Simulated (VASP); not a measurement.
A run of VASP 6.6.1:

File INCAR:

```
ALGO = Normal ; EDIFF = 1E-6
ENCUT = 520 ; GGA = PE
ISIF = 2 ; ISMEAR = 0
LASPH = True ; LCHARG = False
LREAL = False ; LWAVE = False
NBANDS = 31 ; NELM = 60
PREC = Accurate ; SIGMA = 0.05
```

File KPOINTS:

```
k-points
0
Gamma
  6 6 8
```

POSCAR

```
HfO2
1.0
    5.0032454367      0.0000000000      0.0000000000
    0.0000000000      5.0032454367      0.0000000000
    0.0000000000      0.0000000000      3.3188368560
Hf O
2 4
Direct
    0.0000000000      0.0000000000      0.0000000000
    0.5000000000      0.5000000000      0.5000000000
    0.1948161092      0.8051838908      0.5000000000
    0.3051838908      0.3051838908      0.0000000000
    0.6948161092      0.6948161092      0.0000000000
    0.8051838908      0.1948161092      0.5000000000
```

Potentials or basis: VASP PAW PBE potentials, release 64 (Hf_pv, O).

Launch:

```sh
$ cat potpaw_PBE.64/Hf_pv/POTCAR potpaw_PBE.64/O/POTCAR > POTCAR
$ mpirun -np 1 vasp_std > vasp.out
```

Hardware: 1 thread of Intel(R) Xeon(R) 6975P-C (Granite Rapids) (shared host).

Task: How long does it take, and how much memory?

Result: It took 43 s on 1 thread of Intel(R) Xeon(R) 6975P-C (Granite Rapids), on a shared host, peak memory 0.26 GiB. Counts: scf iterations 14, k points 50.
